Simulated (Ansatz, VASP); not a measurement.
Zr: VASP beside Ansatz

The input INCAR:

```
SYSTEM = Zr
PREC     = Accurate       ! precision mode
ENCUT    = 520            ! plane-wave cutoff, eV
EDIFF    = 1E-6           ! SCF threshold, eV
ISMEAR   = -1             ! smearing method
SIGMA    = 0.01           ! smearing width, eV
LREAL    = .FALSE.        ! projectors in reciprocal space
LASPH    = .TRUE.         ! aspherical terms in the spheres
NELM     = 80             ! most SCF steps
ALGO     = Normal         ! electronic algorithm
ISIF     = 2              ! what is computed and relaxed
LWAVE    = .FALSE.        ! write WAVECAR
LCHARG   = .FALSE.        ! write CHGCAR
GGA      = PE             ! functional
NBANDS   = 19             ! bands
```

The input KPOINTS:

```
regular mesh
0
G
  11 11 6
  0 0 0
```

File POSCAR:

```
Zr
1.0
    3.2318821451      0.0000000000      0.0000000000
   -1.6159410725      2.7988920397      0.0000000000
    0.0000000000      0.0000000000      5.1741041053
Zr
2
Direct
    0.3333333333      0.6666666667      0.2500000000
    0.6666666667      0.3333333333      0.7500000000
```

Input for Ansatz:

```yaml
crystal:
  lattice:
    - [3.2318821451, 0.0, 0.0]
    - [-1.6159410725, 2.7988920397, 0.0]
    - [0.0, 0.0, 5.1741041053]
  atoms:
    - { symbol: Zr, position: [0.3333333333, 0.6666666667, 0.25] }
    - { symbol: Zr, position: [0.6666666667, 0.3333333333, 0.75] }
hamiltonian:
  xc: pbe
  pseudopotentials:
    kind: paw
    azcp:
      Zr: "pseudopotentials/Zr.paw.azcp"
basis:
  ecutwfc: 420
  fft_grid_basis: typed
kpoints:
  mp_grid: { grid: [11, 11, 6], shift: [0, 0, 0] }
magnetization:
  spin_polarized: false
scf:
  occupations: { method: fermi_dirac, width: 0.01 }
  lower_state_search: "off"
output:
  stress: true
  write_density: true
  write_potential: true
  elf: true
  volumetric_format: npy
```

Alike in both runs: task single point; functional PBE; k mesh 11 × 11 × 6; occupations fermi-dirac, width 0.01 eV; no spin polarisation.

|  | VASP | Ansatz |
| --- | --- | --- |
| version | VASP 6.6.1 | Ansatz 0.2.0 |
| potentials or method | VASP PAW PBE potentials, release 64 (Zr_sv), cutoff 520 eV | plane waves (420 eV) with PAW, scalar-relativistic |
| valence electrons in the cell | 24 | 24 |

```tsv
	VASP	Ansatz	Ansatz less VASP
pressure (GPa)	-0.1	-0.1	-0.01
traceless stress, the component that is largest in VASP (GPa)	-0.21	-0.21	+0.001
```
